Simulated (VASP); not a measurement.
# Sb (I4/mmm) in VASP: further runs

Runs on Sb. Level: PBEsol. Tasks: single point.

All numbers are computed with VASP 6.6.1; they aren't measurements. Logs are shortened: lines on timing, memory, paths and dates and some standing lists are left out, and cuts for length are marked.

### 1 The cell of the first run

It takes space group I4/mmm (No. 139, tetragonal). Conventional cell: a = 3.387 Å, b = 3.387 Å, c = 4.648 Å, α = 90.00°, β = 90.00°, γ = 90.00°. Within 4.4 Å of Sb (site symmetry 4/mmm) lie 12 Sb at 3.34 to 3.39 Å.

### 2 Single point, PBEsol

INCAR

```
PREC = Accurate
ENCUT = 500
EDIFF = 1E-6
ISMEAR = -1
SIGMA = 0.05
LREAL = F
LASPH = T
NELM = 120
ALGO = Normal
ISIF = 2
LWAVE = F
LCHARG = F
GGA = PS
NBANDS = 8
GGA_COMPAT = F
```

KPOINTS

```
regular mesh
0
Gamma
  10 10 10
```

POSCAR

```
Sb
1.0
    0.0000000000      2.3953166669      2.3238176712
    2.3953166669      0.0000000000      2.3238176712
    2.3953166669      2.3953166669      0.0000000000
Sb
1
Direct
    0.0000000000      0.0000000000      0.0000000000
```

Potentials or basis: VASP PAW PBE potentials, release 64 (Sb).

On the command line:

```console
$ cat potpaw_PBE.64/Sb/POTCAR > POTCAR
$ mpirun -np 1 vasp_std > vasp.out
```

OUTCAR:

```text
PREC = Accurate
   ENCUT = 500
   EDIFF = 1E-6
   ISMEAR = -1
   LREAL = F
   LASPH = T
   NELM = 120
   ISIF = 2
   GGA = PS

 ion  position               nearest neighbor table
   1  0.000  0.000  0.000-

  LATTYP: Found a body centered tetragonal cell.
 ALAT       =     3.3874893165
 C/A-ratio  =     1.3720000000

  Lattice vectors:

 A1 = (   0.0000000000,  -2.3953166669,  -2.3238176712)
 A2 = (   0.0000000000,   2.3953166669,  -2.3238176712)
 A3 = (   2.3953166669,   0.0000000000,   2.3238176712)

Analysis of symmetry for initial positions (statically):
=====================================================================
 Subroutine PRICEL returns:
 Original cell was already a primitive cell.

 Routine SETGRP: Setting up the symmetry group for a
 body centered tetragonal supercell.

 Subroutine GETGRP returns: Found 16 space group operations
 (whereof 16 operations were pure point group operations)
 out of a pool of 16 trial point group operations.

The static configuration has the point symmetry D_4h.

Analysis of symmetry for dynamics (positions and initial velocities):
=====================================================================
 Subroutine PRICEL returns:
 Original cell was already a primitive cell.

 Routine SETGRP: Setting up the symmetry group for a
 body centered tetragonal supercell.

 Subroutine GETGRP returns: Found 16 space group operations
 (whereof 16 operations were pure point group operations)
 out of a pool of 16 trial point group operations.

The dynamic configuration has the point symmetry D_4h.

 Subroutine INISYM returns: Found 16 space group operations
 (whereof 16 operations are pure point group operations),
 and found     1 'primitive' translations

----------------------------------------------------------------------------------------

                                     Primitive cell

  volume of cell :      26.6660

  direct lattice vectors                    reciprocal lattice vectors
     0.000000000  2.395316667  2.323817671    -0.208740668  0.208740668  0.215163180
     2.395316667  0.000000000  2.323817671     0.208740668 -0.208740668  0.215163180
     2.395316667  2.395316667  0.000000000     0.208740668  0.208740668 -0.215163180

  length of vectors
     3.337314864  3.337314864  3.387489317     0.365295123  0.365295123  0.365295123

  position of ions in fractional coordinates (direct lattice)
[... 72 lines left out ...]
   LNONCOLLINEAR =      F non collinear calculations
   LSORBIT =      F    spin-orbit coupling
   LASPH  =      T    aspherical Exc in radial PAW
   ENCUT  =  500.0 eV  36.75 Ry    6.06 a.u.   6.08  6.08  6.18*2*pi/ulx,y,z
   NELM   =    120;   NELMIN=  2; NELMDL= -5     # of ELM steps
   EDIFF  = 0.1E-05   stopping-criterion for ELM
   LREAL  =      F    real-space projection
   EDIFFG = 0.1E-04   stopping-criterion for IOM
   NSW    =      0    number of steps for IOM
   IBRION =     -1    ionic relax: 0-MD 1-quasi-New 2-CG
   NFREE  =      0    steps in history (QN), initial steepest desc. (CG)
   ISIF   =      2    stress and relaxation
   ISYM   =      2    0-nonsym 1-usesym 2-fastsym
   POTIM  = 0.5000    time-step for ionic-motion
   TEBEG  =    0.0;   TEEND  =   0.0 temperature during run
   PSTRESS=    0.0 pullay stress
   NELECT =       5.0000    total number of electrons
   NUPDOWN=      -1.0000    fix difference up-down
   EMIN   =  10.00;   EMAX   =-10.00  energy-range for DOS
   EFERMI =   0.00;   METHOD = LEGACY
   ISMEAR =    -1;   SIGMA  =   0.05  broadening in eV -4-tet -1-fermi 0-gaus
   EFERMI_NEDOS =   21; number of points for ismear=-14 and -15
   IALGO  =     38    algorithm
   IMIX   =      4    mixing-type and parameters
     AMIX     =   0.40;   BMIX     =  1.00
     AMIX_MAG =   1.60;   BMIX_MAG =  1.00
  volume/ion in A,a.u.               =      26.67       179.95
  Fermi-wavevector in a.u.,A,eV,Ry     =   0.937013  1.770697 11.945820  0.877993
  Thomas-Fermi vector in A             =   2.064081
   LORBIT       =      0    0 simple, 1 ext, 2 COOP (PROOUT), +10 PAW based schemes
   GGA     = PS    functional components
   LHFCALC =     F    Hartree Fock is set to
   AEXX    =    0.0000 exact exchange contribution
   IVDW    =     0    specifies the selected vdW correction
   LEPSILON=     F    determine dielectric tensor
   LRPA    =     F    only Hartree local field effects (RPA)
 non-spin polarized calculation
  energy-cutoff  :      500.00
  volume of cell :       26.67
 maximum number of plane-waves:       690
   NGX = 13   NGY = 13   NGZ = 13

 number of electron       5.0000000 magnetization

 Free energy of the ion-electron system (eV)
  ---------------------------------------------------
  ext. energy  EPLUGINS =         0.00000000
  ---------------------------------------------------
  free energy    TOTEN  =        -4.29777297 eV

  energy without entropy =       -4.29166850  energy(sigma->0) =       -4.29472073

 E-fermi :   8.4868     XC(G=0): -10.3764

 val. band max:        8.4808620762   @ k =  -0.2000   0.0000   0.2000
 cond. band min:       8.5864877348   @ k =   0.5000   0.0000   0.2000
 fundamental gap:      0.1056256587
 Fermi energy:         8.4868150040

 k-point     1 :       0.0000    0.0000    0.0000
  band No.  band energies     occupation
      1      -4.5110      2.00000
      2      13.8750      0.00000
      3      13.8976      0.00000
      4      13.8976      0.00000
      5      18.4712      0.00000
      6      18.4712      0.00000
      7      18.6588      0.00000
      8      18.7654      0.00000
[... 243 lines left out ...]
 k-point    24 :       0.4000    0.3000    0.0000
  band No.  band energies     occupation
      1      -1.0826      2.00000
      2       6.5139      2.00000
      3       8.7188      0.01913
      4       9.4270      0.00000
      5      13.5147      0.00000
      6      14.6811      0.00000
      7      23.1809      0.00000
      8      23.9744      0.00000

 [... further k-points ...]
[... 5 lines left out ...]
  --------------------------------------------------------------------------------------
  -------------------------------------------------------------------------------------
  Total       -0.1853856     -0.1853856     -0.2294286      0.0000000     -0.0000000     -0.0000000
  in kB      -11.1385518    -11.1385518    -13.7847900      0.0000000     -0.0000000     -0.0000000
  external PRESSURE =     -12.0206312 kB  Pullay stress =       0.0000000 kB

 VOLUME and BASIS-vectors are now :
 -----------------------------------------------------------------------------
  energy-cutoff  :      500.00
  volume of cell :       26.67
      direct lattice vectors                 reciprocal lattice vectors
     0.000000000  2.395316667  2.323817671    -0.208740668  0.208740668  0.215163180
     2.395316667  0.000000000  2.323817671     0.208740668 -0.208740668  0.215163180
     2.395316667  2.395316667  0.000000000     0.208740668  0.208740668 -0.215163180

 POSITION                                       TOTAL-FORCE (eV/Angst)
 -----------------------------------------------------------------------------------
      0.00000      0.00000      0.00000        -0.000000      0.000000      0.000000
 -----------------------------------------------------------------------------------
    total drift:                                0.000000      0.000000      0.000000

  FREE ENERGIE OF THE ION-ELECTRON SYSTEM (eV)
  ---------------------------------------------------
  free  energy   TOTEN  =        -4.2977729674 eV

  energy  without entropy=       -4.2916685002  energy(sigma->0) =       -4.29472073
```

OSZICAR:

```text
N       E                     dE             d eps       ncg     rms          rms(c)
DAV:   1     0.401437527147E+01    0.40144E+01   -0.16164E+03  1656   0.394E+02
DAV:   2    -0.421140442041E+01   -0.82258E+01   -0.79053E+01  2280   0.506E+01
DAV:   3    -0.430507443022E+01   -0.93670E-01   -0.93530E-01  1984   0.596E+00
DAV:   4    -0.430534161591E+01   -0.26719E-03   -0.26718E-03  2600   0.389E-01
DAV:   5    -0.430534219310E+01   -0.57718E-06   -0.57660E-06  2088   0.110E-02    0.166E+00
DAV:   6    -0.430043044289E+01    0.49118E-02   -0.23523E-03  1992   0.228E-01    0.943E-01
DAV:   7    -0.429777836853E+01    0.26521E-02   -0.46450E-03  1840   0.320E-01    0.415E-02
DAV:   8    -0.429777297727E+01    0.53913E-05   -0.45597E-05  2272   0.542E-02    0.719E-03
DAV:   9    -0.429777296743E+01    0.98390E-08   -0.43376E-07  2376   0.515E-03
   1 F= -.42977730E+01 E0= -.42947207E+01  d E =-.610447E-02
```

It took 9.1 s on 1 thread of Intel Xeon Platinum 8375C at 2.90GHz (Ice Lake), shared host; peak memory 0.15 GiB.

What came out:

```
Free energy : -4.2978 eV
Pressure    : -1.2 GPa
```

Caveat: the PAW data sets were made with another functional, which shifts forces and pressure a little; spin-orbit coupling is left out, which moves the levels of the heavy elements.

### 3 Single point, PBEsol

INCAR

```
  ALGO = Normal
  EDIFF = 1E-6
  ENCUT = 500
  GGA = PS
  GGA_COMPAT = False
  ISIF = 2
  ISMEAR = -1
  LASPH = True
  LCHARG = False
  LREAL = False
  LWAVE = False
  NBANDS = 8
  NELM = 120
  PREC = Accurate
  SIGMA = 0.05
```

KPOINTS

```
k-points
0
Gamma
  10 10 10
```

POSCAR

```
Sb
1.0
    0.0000000000      2.3478799566      2.4186673720
    2.3478799566      0.0000000000      2.4186673720
    2.3478799566      2.3478799566      0.0000000000
Sb
1
Direct
    0.0000000000      0.0000000000      0.0000000000
```

Potentials or basis: VASP PAW PBE potentials, release 64 (Sb).

On the command line:

```console
$ cat potpaw_PBE.64/Sb/POTCAR > POTCAR
$ mpirun -np 1 vasp_std > vasp.out
```

Run time: 13 s. Hardware: 1 thread of Intel Xeon Platinum 8375C at 2.90GHz (Ice Lake), shared host; peak memory 0.15 GiB.

The run converged. Its results:

| Property | Result |
| --- | --- |
| Free energy | -4.2980 eV |
| Pressure | -1.2 GPa |

Stress tensor (GPa, compression positive):
```
-1.36  0.00  0.00
 0.00 -1.36  0.00
 0.00  0.00 -0.74
```

Levels at points of the mesh, in eV from the Fermi level:
```csv
k point,band 1,band 2,band 3,band 4,band 5,band 6
"(0.00, 0.00, 0.00)",-12.99,5.41,5.41,5.41,9.93,10.12
"(0.50, 0.00, 0.00)",-9.18,-5.86,3.45,3.94,8.14,9.08
"(0.50, 0.50, 0.00)",-7.79,-5.11,0.65,0.65,4.43,4.82
"(0.50, 0.00, 0.50)",-7.40,-4.88,0.17,0.40,4.03,4.56
```

Caveat: the PAW data sets were made with another functional, which shifts forces and pressure a little; spin-orbit coupling is left out, which moves the levels of the heavy elements.
